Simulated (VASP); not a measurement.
# Ta in VASP: further runs

The runs below take Ta through single point, relaxation of cell and atoms, with r2SCAN.

All numbers are computed with VASP 6.6.1; they aren't measurements. Logs are shortened: lines on timing, memory, paths and dates and some standing lists are left out, and cuts for length are marked.

## 1. The cell of the first run

The typed cell holds 4 atoms: a = 4.637 Å, b = 4.637 Å, c = 5.336 Å, α = 90.00°, β = 90.00°, γ = 120.00°.

## 2. Single point, r2SCAN

File POSCAR:

```
Ta
1.0
    4.6372100072      0.0000000000      0.0000000000
   -2.3186050036      4.0159416689      0.0000000000
    0.0000000000      0.0000000000      5.3355649688
Ta
4
Direct
    0.3333333333      0.6666666667      0.4999099588
    0.6666666667      0.3333333333      0.9999099588
    0.6666666667      0.3333333333      0.5000900412
    0.3333333333      0.6666666667      0.0000900412
```

File INCAR.step1:

```
PREC = Accurate
ENCUT = 520
ISMEAR = 0
SIGMA = 0.1
LREAL = F
LASPH = T
NELM = 80
NBANDS = 30
GGA = PE
ALGO = Normal
EDIFF = 1E-4
LWAVE = T
LCHARG = F
```

File INCAR.step2:

```
PREC = Accurate
ENCUT = 520
EDIFF = 1E-6
ISMEAR = 0
SIGMA = 0.1
LREAL = F
LASPH = T
NELM = 80
ALGO = Normal
ISIF = 2
LWAVE = F
LCHARG = F
METAGGA = R2SCAN
LMIXTAU = T
NBANDS = 30
ISTART = 1
```

File KPOINTS:

```
Automatic mesh
0
Gamma
  6 6 4
```

Potentials or basis: VASP PAW PBE potentials, release 64 (Ta_pv).

Run with:

```console
> cat potpaw_PBE.64/Ta_pv/POTCAR > POTCAR
> cp INCAR.step1 INCAR
> mpirun -np 1 vasp_std > vasp.out
> cp INCAR.step2 INCAR
> mpirun -np 1 vasp_std > vasp.out
```

OUTCAR:

```text
PREC = Accurate
   ENCUT = 520
   EDIFF = 1E-6
   ISMEAR = 0
   LREAL = F
   LASPH = T
   NELM = 80
   ISIF = 2
   METAGGA = R2SCAN
   ISTART = 1

 ion  position               nearest neighbor table
   1  0.333  0.667  0.500-   4 2.67   4 2.67   3 2.68   3 2.68   3 2.68
   2  0.667  0.333  1.000-   3 2.67   3 2.67   4 2.68   4 2.68   4 2.68
   3  0.667  0.333  0.500-   2 2.67   2 2.67   1 2.68   1 2.68   1 2.68
   4  0.333  0.667  0.000-   1 2.67   1 2.67   2 2.68   2 2.68   2 2.68

  LATTYP: Found a hexagonal cell.
 ALAT       =     4.6372100072
 C/A-ratio  =     1.1505980882

  Lattice vectors:

 A1 = (   4.6372100072,   0.0000000000,   0.0000000000)
 A2 = (  -2.3186050036,   4.0159416689,   0.0000000000)
 A3 = (   0.0000000000,   0.0000000000,   5.3355649688)

Analysis of symmetry for initial positions (statically):
=====================================================================
 Subroutine PRICEL returns:
 Original cell was already a primitive cell.

 Routine SETGRP: Setting up the symmetry group for a
 hexagonal supercell.

 Subroutine GETGRP returns: Found 24 space group operations
 (whereof 12 operations were pure point group operations)
 out of a pool of 24 trial point group operations.

The static configuration has the point symmetry D_3d.
 The point group associated with its full space group is D_6h.

Analysis of symmetry for dynamics (positions and initial velocities):
=====================================================================
 Subroutine PRICEL returns:
 Original cell was already a primitive cell.

 Routine SETGRP: Setting up the symmetry group for a
 hexagonal supercell.

 Subroutine GETGRP returns: Found 24 space group operations
 (whereof 12 operations were pure point group operations)
 out of a pool of 24 trial point group operations.

The dynamic configuration has the point symmetry D_3d.
 The point group associated with its full space group is D_6h.

 Subroutine INISYM returns: Found 24 space group operations
 (whereof 12 operations are pure point group operations),
 and found     1 'primitive' translations

----------------------------------------------------------------------------------------

                                     Primitive cell

  volume of cell :      99.3630

  direct lattice vectors                    reciprocal lattice vectors
     4.637210007  0.000000000  0.000000000     0.215646908  0.124503800  0.000000000
    -2.318605004  4.015941669  0.000000000     0.000000000  0.249007601  0.000000000
     0.000000000  0.000000000  5.335564969     0.000000000  0.000000000  0.187421577

  length of vectors
     4.637210007  4.637210007  5.335564969     0.249007601  0.249007601  0.187421577

  position of ions in fractional coordinates (direct lattice)
     0.333333333  0.666666667  0.499909959
     0.666666667  0.333333333  0.999909959
     0.666666667  0.333333333  0.500090041
     0.333333333  0.666666667  0.000090041

  ion indices of the primitive-cell ions
   primitive index   ion index
                 1           1
                 2           2
                 3           3
                 4           4

----------------------------------------------------------------------------------------

 KPOINTS: Automatic mesh

Automatic generation of k-mesh.
 Grid dimensions read from file:
 generate k-points for:    6    6    4

 Generating k-lattice:

  Cartesian coordinates                     Fractional coordinates (reciprocal lattice)
     0.035941151  0.020750633  0.000000000     0.166666667  0.000000000  0.000000000
     0.000000000  0.041501267  0.000000000     0.000000000  0.166666667  0.000000000
     0.000000000  0.000000000  0.046855394     0.000000000  0.000000000  0.250000000

  Length of vectors
     0.041501267  0.041501267  0.046855394

  Shift w.r.t. Gamma in fractional coordinates (k-lattice)
     0.000000000  0.000000000  0.000000000

 Subroutine IBZKPT returns following result:
 ===========================================

 Found     21 irreducible k-points:

 Following reciprocal coordinates:
            Coordinates               Weight
  0.000000  0.000000  0.000000      1.000000
  0.166667 -0.000000  0.000000      6.000000
  0.333333 -0.000000  0.000000      6.000000
  0.500000  0.000000  0.000000      3.000000
  0.166667  0.166667  0.000000      6.000000
  0.333333  0.166667  0.000000     12.000000
[... 13 lines left out ...]
  0.333333  0.166667  0.500000     12.000000
  0.333333  0.333333  0.500000      2.000000
   k-points           NKPTS =     21   k-points in BZ     NKDIM =     21   number of bands    NBANDS=     30
   number of dos      NEDOS =    301   number of ions     NIONS =      4
   total plane-waves  NPLWV =  51840
   dimension x,y,z NGX =    36 NGY =   36 NGZ =   40
   dimension x,y,z NGXF=    72 NGYF=   72 NGZF=   80
   ions per type =               4
   NGX,Y,Z   is equivalent  to a cutoff of  12.91, 12.91, 12.46 a.u.
   NGXF,Y,Z  is equivalent  to a cutoff of  25.81, 25.81, 24.93 a.u.
 SYSTEM =  unknown system
   PREC   = accura    normal or accurate (medium, high low for compatibility)
   ISTART =      1    job   : 0-new  1-cont  2-samecut
   ICHARG =      0    charge: 1-file 2-atom 10-const
   ISPIN  =      1    spin polarized calculation?
   LNONCOLLINEAR =      F non collinear calculations
   LSORBIT =      F    spin-orbit coupling
   LASPH  =      T    aspherical Exc in radial PAW
   ENCUT  =  520.0 eV  38.22 Ry    6.18 a.u.   8.62  8.62  9.92*2*pi/ulx,y,z
   NELM   =     80;   NELMIN=  2; NELMDL=  0     # of ELM steps
   EDIFF  = 0.1E-05   stopping-criterion for ELM
   LREAL  =      F    real-space projection
   EDIFFG = 0.1E-04   stopping-criterion for IOM
   NSW    =      0    number of steps for IOM
   IBRION =     -1    ionic relax: 0-MD 1-quasi-New 2-CG
   NFREE  =      0    steps in history (QN), initial steepest desc. (CG)
   ISIF   =      2    stress and relaxation
   ISYM   =      2    0-nonsym 1-usesym 2-fastsym
   POTIM  = 0.5000    time-step for ionic-motion
   TEBEG  =    0.0;   TEEND  =   0.0 temperature during run
   PSTRESS=    0.0 pullay stress
   NELECT =      44.0000    total number of electrons
   NUPDOWN=      -1.0000    fix difference up-down
   EMIN   =  10.00;   EMAX   =-10.00  energy-range for DOS
   EFERMI =   0.00;   METHOD = LEGACY
   ISMEAR =     0;   SIGMA  =   0.10  broadening in eV -4-tet -1-fermi 0-gaus
   EFERMI_NEDOS =   21; number of points for ismear=-14 and -15
   IALGO  =     38    algorithm
   IMIX   =      4    mixing-type and parameters
     AMIX     =   0.40;   BMIX     =  1.00
     AMIX_MAG =   1.60;   BMIX_MAG =  1.00
  volume/ion in A,a.u.               =      24.84       167.63
  Fermi-wavevector in a.u.,A,eV,Ry     =   1.247817  2.358032 21.184911  1.557047
  Thomas-Fermi vector in A             =   2.381932
   LORBIT       =      0    0 simple, 1 ext, 2 COOP (PROOUT), +10 PAW based schemes
   METAGGA = R2SCAN    functional components
   LHFCALC =     F    Hartree Fock is set to
   AEXX    =    0.0000 exact exchange contribution
   IVDW    =     0    specifies the selected vdW correction
   LEPSILON=     F    determine dielectric tensor
   LRPA    =     F    only Hartree local field effects (RPA)
 non-spin polarized calculation
 Gauss-broadening in eV      SIGMA  =   0.10
  energy-cutoff  :      520.00
  volume of cell :       99.36
 maximum number of plane-waves:      2696
 NGX is ok and might be reduce to    36

 number of electron      44.0000000 magnetization

 Free energy of the ion-electron system (eV)
  ---------------------------------------------------
  ext. energy  EPLUGINS =         0.00000000
  ---------------------------------------------------
  free energy    TOTEN  =      -186.32872057 eV

  energy without entropy =     -186.27174237  energy(sigma->0) =     -186.30023147

 E-fermi :   2.7866     XC(G=0): -11.4347

 val. band max:        2.7773649720   @ k =   0.1667   0.1667   0.2500
 cond. band min:       2.8046872304   @ k =   0.3333   0.1667   0.2500
 fundamental gap:      0.0273222584
 Fermi energy:         2.7866203251

 k-point     1 :       0.0000    0.0000    0.0000
  band No.  band energies     occupation
      1     -33.1430      2.00000
      2     -32.8270      2.00000
      3     -32.7849      2.00000
      4     -32.7849      2.00000
      5     -32.5826      2.00000
      6     -32.5826      2.00000
[... 22 lines left out ...]
     29       4.6699      0.00000
     30       6.7333      0.00000

 k-point     2 :       0.1667   -0.0000    0.0000
  band No.  band energies     occupation
      1     -33.1247      2.00000
      2     -32.8460      2.00000
      3     -32.8065      2.00000
      4     -32.7378      2.00000
      5     -32.6024      2.00000
      6     -32.5369      2.00000
[... 22 lines left out ...]
     29       5.8231      0.00000
     30       6.6576      0.00000

 k-point     3 :       0.3333   -0.0000    0.0000
  band No.  band energies     occupation
      1     -33.0771      2.00000
      2     -32.8947      2.00000
      3     -32.8468      2.00000
      4     -32.6397      2.00000
      5     -32.6231      2.00000
      6     -32.4255      2.00000
[... 22 lines left out ...]
     29       6.9834      0.00000
     30       7.1921      0.00000

 k-point     4 :       0.5000    0.0000    0.0000
  band No.  band energies     occupation
      1     -33.0388      2.00000
      2     -32.9336      2.00000
      3     -32.8658      2.00000
      4     -32.6573      2.00000
      5     -32.5458      2.00000
      6     -32.3502      2.00000
[... 517 lines left out ...]
     29       5.9767      0.00000
     30       5.9767      0.00000

 k-point    20 :       0.3333    0.1667    0.5000
  band No.  band energies     occupation
      1     -32.7798      2.00000
      2     -32.7798      2.00000
      3     -32.4072      2.00000
      4     -32.4072      2.00000
      5     -32.3139      2.00000
      6     -32.3139      2.00000
[... 22 lines left out ...]
     29       6.1290      0.00000
     30       6.1290      0.00000

 k-point    21 :       0.3333    0.3333    0.5000
  band No.  band energies     occupation
      1     -32.8032      2.00000
      2     -32.8032      2.00000
      3     -32.2783      2.00000
      4     -32.2783      2.00000
      5     -32.2747      2.00000
      6     -32.2747      2.00000
[... 22 lines left out ...]
     29       6.9409      0.00000
     30       6.9471      0.00000

------------------------ aborting loop because EDIFF is reached ----------------------------------------

  FORCE on cell =-STRESS in cart. coord.  units (eV):
  Direction    XX          YY          ZZ          XY          YZ          ZX
  --------------------------------------------------------------------------------------
  -------------------------------------------------------------------------------------
  Total        0.3165788      0.3165788      0.1898245     -0.0000000      0.0000000      0.0000000
  in kB        5.1046718      5.1046718      3.0608227     -0.0000000      0.0000000      0.0000000
  external PRESSURE =       4.4233887 kB  Pullay stress =       0.0000000 kB

 VOLUME and BASIS-vectors are now :
 -----------------------------------------------------------------------------
  energy-cutoff  :      520.00
  volume of cell :       99.36
      direct lattice vectors                 reciprocal lattice vectors
     4.637210007  0.000000000  0.000000000     0.215646908  0.124503800  0.000000000
    -2.318605004  4.015941669  0.000000000     0.000000000  0.249007601  0.000000000
     0.000000000  0.000000000  5.335564969     0.000000000  0.000000000  0.187421577

 POSITION                                       TOTAL-FORCE (eV/Angst)
 -----------------------------------------------------------------------------------
     -0.00000      2.67729      2.66730        -0.000000      0.000000      0.017545
      2.31861      1.33865      5.33508        -0.000000      0.000000      0.017545
      2.31861      1.33865      2.66826        -0.000000     -0.000000     -0.017545
     -0.00000      2.67729      0.00048         0.000000      0.000000     -0.017545
 -----------------------------------------------------------------------------------
    total drift:                                0.000000      0.000000      0.000000

  FREE ENERGIE OF THE ION-ELECTRON SYSTEM (eV)
  ---------------------------------------------------
  free  energy   TOTEN  =      -186.3287205731 eV

  energy  without entropy=     -186.2717423702  energy(sigma->0) =     -186.30023147
```

Wall time 3.2 min (1 thread of AMD EPYC 7R13 (Zen 3), shared host); peak memory 0.21 GiB.

Results:

| Item | Value |
| --- | --- |
| Free energy | -186.3287 eV |
| Pressure | 0.4 GPa |
| Largest force | 0.018 eV/Å |
| Band gap on the k mesh | zero (band 22 reaches 3.12 eV, above the bottom of band 23 at 2.29 eV) |

Forces on the atoms (eV/Å):
```
Ta   0.000  0.000  0.018
Ta   0.000  0.000  0.018
Ta   0.000  0.000 -0.018
Ta   0.000  0.000 -0.018
```

Levels at points of the mesh, in eV from the Fermi level:
```
           k point  band 18  band 19  band 20  band 21  band 22  band 23  band 24  band 25  band 26  band 27
(0.00, 0.00, 0.00)    -1.87    -0.25    -0.25     0.08     0.08     0.96     1.09     1.09     1.79     1.79
(0.50, 0.00, 0.00)    -1.60    -1.22    -0.71    -0.70    -0.62    -0.49     0.13     2.32     2.71     2.86
(0.00, 0.00, 0.50)    -0.98    -0.44    -0.44     0.34     0.34     0.34     0.34     1.76     1.76     1.76
(0.50, 0.00, 0.50)    -1.65    -1.38    -1.38    -0.42    -0.42     0.22     0.22     1.49     1.49     2.94
```

Caveat: the PAW data sets were made with another functional, which shifts forces and pressure a little; spin-orbit coupling is left out, which moves the levels of the heavy elements.

## 3. Relaxation of cell and atoms, r2SCAN

This run uses another cell than the first one: it holds 1 atom, not 4.

File POSCAR:

```
Ta
1.0
    2.8922373243      0.0000000000      0.0000000000
   -1.4461186621      2.5047509966      0.0000000000
    0.0000000000      0.0000000000      2.7001922964
Ta
1
Direct
    0.0000000000      0.0000000000      0.0000000000
```

File INCAR.step1:

```
PREC = Accurate
ENCUT = 600
ISMEAR = 0
SIGMA = 0.1
LREAL = False
LASPH = True
NELM = 80
GGA = PE
ALGO = Normal
EDIFF = 1E-4
LWAVE = True
LCHARG = False
```

File INCAR.step2:

```
PREC = Accurate
ENCUT = 600
EDIFF = 1E-7
ISMEAR = 0
SIGMA = 0.1
LREAL = False
LASPH = True
NELM = 80
ALGO = Normal
ISIF = 3
LWAVE = False
LCHARG = False
METAGGA = R2SCAN
LMIXTAU = True
IBRION = 2
NSW = 100
EDIFFG = -0.01
ISTART = 1
```

File KPOINTS:

```
regular mesh
0
Gamma
  21 21 20
```

Potentials or basis: VASP PAW PBE potentials, release 64 (Ta_pv).

Run with:

```console
> cat potpaw_PBE.64/Ta_pv/POTCAR > POTCAR
> cp INCAR.step1 INCAR
> mpirun -np 1 vasp_std > vasp.out
> cp INCAR.step2 INCAR
> mpirun -np 1 vasp_std > vasp.out
```

Run time: 10 min. Hardware: 1 thread of Intel Xeon Platinum 8375C at 2.90GHz (Ice Lake), shared host; peak memory 0.26 GiB.

Results (log left out):

```
Free energy                            : -47.8885 eV
Relaxed volume                         : 19.54 Å³/atom
Relaxed cell                           : a = 2.881 Å, b = 2.881 Å, c = 2.718 Å, α = 90.00°, β = 90.00°, γ = 120.00°
Space group after relaxing (to 0.05 Å) : P6/mmm (No. 191)
Energy gained by relaxing              : 2.0 meV/atom
Ionic steps                            : 3
Pressure after relaxing                : 0.0 GPa
```

The path:
```csv
step,energy change (eV),largest force (eV/Å),pressure (GPa),volume (Å³)
1,0.0000,0.0000,-0.16,19.56
2,0.0030,0.0000,0.35,19.50
3,-0.0020,0.0000,-0.02,19.54
```

Final structure:
```
Ta
1.0
     2.88121    0.00000    0.00000
    -1.44060    2.49520    0.00000
     0.00000    0.00000    2.71793
Ta
1
Cartesian
  0.0000 0.0000 0.0000
```

Levels at points of the mesh, in eV from the Fermi level:
```tsv
k point	band 1	band 2	band 3	band 4	band 5	band 6	band 7	band 8	band 9
(0.00, 0.00, 0.00)	-34.89	-34.89	-34.82	-8.33	-3.27	0.54	0.54	6.51	6.51
(0.00, 0.00, 0.50)	-36.17	-34.77	-34.77	-4.65	-0.69	1.44	1.44	2.83	2.83
```

Caveat: the PAW data sets were made with another functional, which shifts forces and pressure a little; spin-orbit coupling is left out, which moves the levels of the heavy elements.
